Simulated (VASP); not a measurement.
Wanted: the native input for a VASP 6.6.1 run.

| Quantity | Value |
| --- | --- |
| Task | electric field gradients |
| Functional | PBEsol |
| Potentials or basis | VASP PAW PBE potentials, release 64 (Bi_d, Te) |
| Cutoff | 520 eV |
| k mesh | 7 × 7 × 7 |
| Occupations | fermi-dirac, width 0.08 eV |
| Spin | no spin polarisation |
| Dipole correction | no |
| Further INCAR settings | ALGO = Normal; EDIFF = 1e-08; NBANDS = 32 |

The structure of Bi2Te3 lies in POSCAR:

```
Bi2Te3
1.0
    2.2587905752      1.3041133466     10.1656700000
   -2.2587905752      1.3041133466     10.1656700000
    0.0000000000     -2.6082266932     10.1656700000
Bi Te
2 3
Direct
    0.4000000000      0.4000000000      0.4000000000
    0.6000000000      0.6000000000      0.6000000000
    0.0000000000      0.0000000000      0.0000000000
    0.2095000000      0.2095000000      0.2095000000
    0.7905000000      0.7905000000      0.7905000000
```

This cell differs from its parent crystal: equal xx and yy strain of +3 %.

These files were run (other wordings do the same):

INCAR

```
PREC     = Accurate       # precision mode
ENCUT    = 520            # plane-wave cutoff, eV
EDIFF    = 1E-8           # SCF threshold, eV
ISMEAR   = -1             # smearing method
SIGMA    = 0.08           # smearing width, eV
LREAL    = F              # projectors in reciprocal space
LASPH    = T              # aspherical terms in the spheres
NELM     = 80             # most SCF steps
ALGO     = Normal         # electronic algorithm
ISIF     = 2              # what is computed and relaxed
LWAVE    = F              # write WAVECAR
LCHARG   = F              # write CHGCAR
GGA      = PS             # functional
LEFG     = T            
NBANDS   = 32             # bands
```

KPOINTS

```
regular mesh
0
Gamma
  7 7 7
```

Potentials or basis: VASP PAW PBE potentials, release 64 (Bi_d, Te).

Run with:

```bash
$ cat potpaw_PBE.64/Bi_d/POTCAR potpaw_PBE.64/Te/POTCAR > POTCAR
$ mpirun -np 1 vasp_std > vasp.out
```

It gave:

- Pressure: -3.2 GPa
- Largest force: 0.359 eV/Å
- Band gap on the k mesh: 0.18 eV
- Largest electric field gradient by atom: Bi +10.1; Te +66.1, -4.8 (each value once) V/Å²

Caveat: the cell differs from its parent crystal (equal xx and yy strain of +3 %); the cell stands under tension; without QUAD_EFG the Cq values of the log hold for a quadrupole moment of 1 mb, not for the nuclei; the PAW data sets were made with another functional, which shifts forces and pressure a little; spin-orbit coupling is left out, which moves the levels of the heavy elements.

Wall time 30 min on 1 thread of Oxide Virtual Turin-like Processor, on a shared host, peak memory 0.98 GiB.
